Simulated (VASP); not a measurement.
**BP (ae): single point with PBE**

The system is BP (ae).

```
B P
1.0
     0.00000    2.25110    2.25110
     2.25110    0.00000    2.25110
     2.25110    2.25110    0.00000
B P
1 1
Direct
  0.00000 0.00000 0.00000
  0.25000 0.25000 0.25000
```

This cell differs from its parent crystal: volume scaled by 0.97.

```
Program                : VASP 6.6.1
Task                   : single point
Functional             : PBE
Potentials or basis    : VASP PAW PBE potentials, release 64 (B, P)
Cutoff                 : 500 eV
k mesh                 : 10 × 10 × 10
Occupations            : gaussian, width 0.02 eV
Spin                   : no spin polarisation
Dipole correction      : no
Further INCAR settings : ALGO = Normal; EDIFF = 1e-06; NBANDS = 11
```

* Pressure: 5.0 GPa
* Band gap on the k mesh: 1.21 eV, indirect (least direct gap 3.44 eV)

Levels at points of the mesh, in eV from the valence-band top:
```csv
k point,band 1,band 2,band 3,band 4,band 5,band 6,band 7,band 8
"(0.00, 0.00, 0.00)",-15.67,0.00,0.00,0.00,3.44,3.44,3.44,7.74
"(0.50, 0.00, 0.00)",-12.26,-9.21,-1.79,-1.79,3.92,4.73,4.73,10.21
"(0.50, 0.50, 0.00)",-10.69,-8.71,-4.20,-4.20,1.28,1.64,12.35,12.35
```

Run time: 9.2 s on 1 thread of AMD EPYC 9R45 (Zen 5), on a shared host, peak memory 0.1 GiB.

 A k mesh can miss the band edges.
